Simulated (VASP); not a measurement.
Input of a VASP 6.6.1 run:

INCAR

```
SYSTEM = CsCl
ALGO = Normal ; EDIFF = 1E-6
ENCUT = 500 ; GGA = PS
GGA_COMPAT = .False. ; ISIF = 2
ISMEAR = -1 ; LASPH = .True.
LCHARG = .False. ; LREAL = .False.
LWAVE = .False. ; NBANDS = 15
NELM = 120 ; PREC = Accurate
SIGMA = 0.03
```

File KPOINTS:

```
k-points
0
Gamma
  6 6 6
  0 0 0
```

POSCAR

```
CsCl
1.0
    4.1366977750      0.0000000000      0.0000000000
    0.0000000000      4.1366977750      0.0000000000
    0.0000000000      0.0000000000      4.1366977750
Cs Cl
1 1
Direct
    0.0000000000      0.0000000000      0.0000000000
    0.5000000000      0.5000000000      0.5000000000
```

Potentials or basis: VASP PAW PBE potentials, release 64 (Cs_sv, Cl).

Run with:

```bash
$ cat potpaw_PBE.64/Cs_sv/POTCAR potpaw_PBE.64/Cl/POTCAR > POTCAR
$ mpirun -np 1 vasp_std > vasp.out
```

Task: Predict the band gap on the k mesh.

Result: 5.00 eV.

Task: What does it give for the pressure?

Result: -0.8 GPa.

Caveat: the PAW data sets were made with another functional, which shifts forces and pressure a little; spin-orbit coupling is left out, which moves the levels of the heavy elements. A k mesh can miss the band edges.
